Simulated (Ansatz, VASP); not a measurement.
# One calculation of CdSnO2, two programs

```xyz
4
Lattice="3.7137 0.0000 0.0000 -1.8569 3.2162 0.0000 0.0000 0.0000 7.9297" Properties=species:S:1:pos:R:3 pbc="T T T"
Cd    0.0000    0.0000    0.0000
Sn    0.0000    0.0000    3.9649
O     0.0000    0.0000    1.9610
O     0.0000    0.0000    5.9688
```

Alike in both runs: functional PBE; k mesh 5 × 5 × 2; occupations gaussian, width 0.15 eV; no spin polarisation.

Ansatz relaxed the structure, and its values are those at the end. VASP's run is a single point on that final structure, the one shown.

|  | VASP | Ansatz |
| --- | --- | --- |
| version | VASP 6.6.1 | Ansatz 0.2.0 |
| potentials or method | VASP PAW PBE potentials, release 64 (Cd_sv_GW, Sn_d, O), cutoff 700 eV | scalar-relativistic, plane waves, PAW |
| valence electrons in the cell | 46 | 46 |

Ansatz gave:

```
gap on the k mesh at the Fermi level (eV) : none
pressure (GPa)                            : 0.2
rms of the force components (eV/Å)        : 0.013
```

Question: Which values does VASP return?

Answer: gap on the k mesh at the Fermi level (eV): none; pressure (GPa): 0.3; rms of the force components (eV/Å): 0.001.

A gap of «none» marks a metal or a gap that the smearing closes.

The k mesh is coarse, so the values compare programs but aren't converged.
